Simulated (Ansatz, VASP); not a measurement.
# GaBiSe3: VASP beside Ansatz

```xyz
10
Lattice="0.0000 0.0000 6.3410 6.6538 0.0000 0.0000 -3.3269 5.7623 0.0000" Properties=species:S:1:pos:R:3 pbc="T T T"
Ga   -3.3269    5.7623    0.0000
Ga   -3.3269    5.7623    3.1705
Bi    0.0000    3.8416    4.7557
Bi    3.3269    1.9208    1.5852
Se    3.3269    3.7422    4.7557
Se    1.7495    1.0101    4.7557
Se    4.9042    1.0101    4.7557
Se    0.0000    2.0202    1.5852
Se    1.5774    4.7522    1.5852
Se   -1.5774    4.7522    1.5852
```

Alike in both runs: task single point; functional PBE; k mesh 4 × 6 × 6; occupations gaussian, width 0.2 eV; no spin polarisation.

```csv
,VASP,Ansatz
version,VASP 6.6.1,Ansatz 0.2.0
potentials or method,"VASP PAW PBE potentials, release 64 (Ga_d, Bi_d, Se), cutoff 500 eV","scalar-relativistic, plane waves, PAW"
valence electrons in the cell,92,152
```

```csv
,VASP,Ansatz,Ansatz less VASP
gap on the k mesh at the Fermi level (eV),none,none,-
pressure (GPa),0.1,0.0,-0.07
"traceless stress, the component that is largest in VASP (GPa)",-0.39,-0.40,-0.010
rms of the force components (eV/Å),0.003,0.005,+0.0018
```

Atom by atom the forces differ by 0.008 eV/Å (rms over components). A gap of «none» marks a metal or a gap that the smearing closes. VASP's potentials hold 92 valence electrons a cell and Ansatz's 152, so a difference there can come from the potentials and not from the codes.

Neither program's run includes spin-orbit coupling.
